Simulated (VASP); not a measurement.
# ZnO: single point with LDA

The system is ZnO.

```
Zn O
1.0
     3.18711    0.00000    0.00000
    -1.59356    2.76012    0.00000
     0.00000    0.00000    5.15249
Zn O
2 2
Cartesian
  0.0000 1.8401 2.5777
  1.5936 0.9200 0.0015
  1.5936 0.9200 1.9514
  0.0000 1.8401 4.5276
```

| Property | Result |
| --- | --- |
| Program | VASP 6.6.1 |
| Task | single point |
| Functional | LDA |
| Potentials or basis | VASP PAW LDA potentials, release 64 (Zn, O) |
| Cutoff | 520 eV |
| k mesh | 21 × 21 × 12 |
| Occupations | gaussian, width 0.02 eV |
| Spin | no spin polarisation |
| Dipole correction | no |
| Further INCAR settings | ALGO = Normal; EDIFF = 1e-07; NBANDS = 26 |

```
Pressure               : 1.3 GPa
Band gap on the k mesh : 0.81 eV
```

Levels at points of the mesh, in eV from the valence-band top:
| k point | band 16 | band 17 | band 18 | band 19 | band 20 | band 21 |
| --- | --- | --- | --- | --- | --- | --- |
| (0.00, 0.00, 0.00) | -0.11 | 0.00 | 0.00 | 0.81 | 5.29 | 8.20 |
| (0.00, 0.00, 0.50) | -0.43 | -0.43 | -0.43 | 3.50 | 3.50 | 10.06 |

Wall time 8.1 min on 1 thread of Intel Xeon 8259CL, on a shared host, peak memory 0.4 GiB.

Caveat: an odd mesh through Γ misses points on the zone boundary, where band edges can lie. LDA gaps usually lie below the measured ones, often by a third to a half.
